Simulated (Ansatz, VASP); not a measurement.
Ir in VASP and in Ansatz

File INCAR:

```
SYSTEM = Ir
ALGO = Fast
EDIFF = 1E-6
ENCUT = 520
GGA = PE
ISIF = 2
ISMEAR = 0
LASPH = .True.
LCHARG = .False.
LREAL = .False.
LWAVE = .False.
NBANDS = 10
NELM = 60
PREC = Accurate
SIGMA = 0.15
```

Contents of KPOINTS:

```
k-points
0
Gamma
  26 26 26
  0 0 0
```

File POSCAR:

```
Ir
1.0
    0.0338682486      1.9353284930      1.9353284930
    1.9353284930      0.0338682486      1.9353284930
    1.9691967416      1.9691967416      0.0000000000
Ir
1
Direct
    0.0000000000      0.0000000000      0.0000000000
```

Input for Ansatz:

```yaml
crystal:
  lattice:
    - [0.0338682486, 1.935328493, 1.935328493]
    - [1.935328493, 0.0338682486, 1.935328493]
    - [1.9691967416, 1.9691967416, 0.0]
  atoms:
    - { symbol: Ir, position: [0.0, 0.0, 0.0] }
basis:
  ecutwfc: 420
kpoints:
  mp_grid: { grid: [26, 26, 26] }
hamiltonian:
  xc: pbe
scf:
  occupations: { method: gaussian, width: 0.15 }
output:
  forces: true
  stress: true
  eigenvalues: true
```

Change from the starting cell: strain +0.0350 x Voigt [0, 0, 0, 0, 0, 1], atoms carried along.

Alike in both runs: task single point; functional PBE; k mesh 26 × 26 × 26; occupations gaussian, width 0.15 eV; no spin polarisation.

```csv
,VASP,Ansatz
version,VASP 6.6.1,Ansatz 0.2.0
potentials or method,"VASP PAW PBE potentials, release 64 (Ir), cutoff 520 eV","scalar-relativistic, plane waves, PAW"
valence electrons in the cell,9,17
```

Ansatz gave:

```
gap on the k mesh at the Fermi level (eV)                     : none
pressure (GPa)                                                : 0.6
traceless stress, the component that is largest in VASP (GPa) : -9.09
```

Q: Which values does VASP return?

A: gap on the k mesh at the Fermi level (eV): none; pressure (GPa): 1.0; traceless stress, the component that is largest in VASP (GPa): -9.07.

A gap of «none» marks a metal or a gap that the smearing closes. VASP's potentials hold 9 valence electrons a cell and Ansatz's 17, so a difference there can come from the potentials and not from the codes.

Neither program's run includes spin-orbit coupling.
